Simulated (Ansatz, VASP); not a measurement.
HgTe: VASP beside Ansatz

Contents of INCAR:

```
  PREC = Accurate
  ENCUT = 500
  EDIFF = 1E-6
  ISMEAR = 0
  SIGMA = 0.1
  LREAL = F
  LASPH = T
  NELM = 120
  ALGO = Normal
  ISIF = 2
  LWAVE = F
  LCHARG = T
  GGA = PE
  LELF = T
  LVHAR = T
  NBANDS = 16
  GGA_COMPAT = F
```

File KPOINTS:

```
regular mesh
0
Gamma
  16 16 16
```

File POSCAR:

```
HgTe
1.0
    0.0000000000      3.2145000000      3.2145000000
    3.2145000000      0.0000000000      3.2145000000
    3.2145000000      3.2145000000      0.0000000000
Hg Te
1 1
Direct
    0.0000000000      0.0000000000      0.0000000000
    0.2500000000      0.2500000000      0.2500000000
```

Input for Ansatz:

```yaml
crystal:
  lattice:
    - [0.0, 3.2145, 3.2145]
    - [3.2145, 0.0, 3.2145]
    - [3.2145, 3.2145, 0.0]
  atoms:
    - { symbol: Hg, position: [0.0, 0.0, 0.0] }
    - { symbol: Te, position: [0.25, 0.25, 0.25] }
basis:
  ecutwfc: 420
kpoints:
  mp_grid: { grid: [16, 16, 16] }
hamiltonian:
  xc: pbe
scf:
  occupations: { method: gaussian, width: 0.1 }
output:
  forces: true
  stress: true
  eigenvalues: true
```

Alike in both runs: task single point; functional PBE; k mesh 16 × 16 × 16; occupations gaussian, width 0.1 eV; no spin polarisation.

```csv
,VASP,Ansatz
version,VASP 6.6.1,Ansatz 0.2.0
potentials or method,"VASP PAW PBE potentials, release 64 (Hg, Te), cutoff 500 eV","scalar-relativistic, plane waves, PAW"
valence electrons in the cell,18,36
```

|  | VASP | Ansatz | Ansatz less VASP |
| --- | --- | --- | --- |
| gap on the k mesh at the Fermi level (eV) | none | none | - |
| pressure (GPa) | 4.6 | 4.5 | -0.08 |

A gap of «none» marks a metal or a gap that the smearing closes. VASP's potentials hold 18 valence electrons a cell and Ansatz's 36, so a difference there can come from the potentials and not from the codes.

Neither program's run includes spin-orbit coupling.
